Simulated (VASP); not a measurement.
A run of VASP 6.6.1 is set up as follows.

INCAR

```
SYSTEM = Re
PREC = Accurate ; ENCUT = 520
EDIFF = 1E-6 ; ISMEAR = -1
SIGMA = 0.1 ; LREAL = .FALSE.
LASPH = .TRUE. ; NELM = 80
ALGO = Normal ; ISIF = 2
LWAVE = .FALSE. ; LCHARG = .FALSE.
GGA = CA ; NBANDS = 14
```

Contents of KPOINTS:

```
regular mesh
0
G
  13 13 13
  0 0 0
```

POSCAR

```
Re
1.0
    0.0000000000      2.8041754770      2.8041754770
    2.8041754770      0.0000000000      2.8041754770
    2.8041754770      2.8041754770      0.0000000000
Re
2
Direct
   -0.1250000000     -0.1250000000     -0.1250000000
    0.1250000000      0.1250000000      0.1250000000
```

Potentials or basis: VASP PAW LDA potentials, release 64 (Re).

The run is started by

```bash
$ cat potpaw_LDA.64/Re/POTCAR > POTCAR
$ mpirun -np 1 vasp_std > vasp.out
```

Q: Predict the band gap on the k mesh.

A: Zero (bands 7 and 8 overlap by 1.12 eV).

Q: Estimate the pressure.

A: -6.1 GPa.

Caveat: the cell stands under tension; spin-orbit coupling is left out, which moves the levels of the heavy elements.
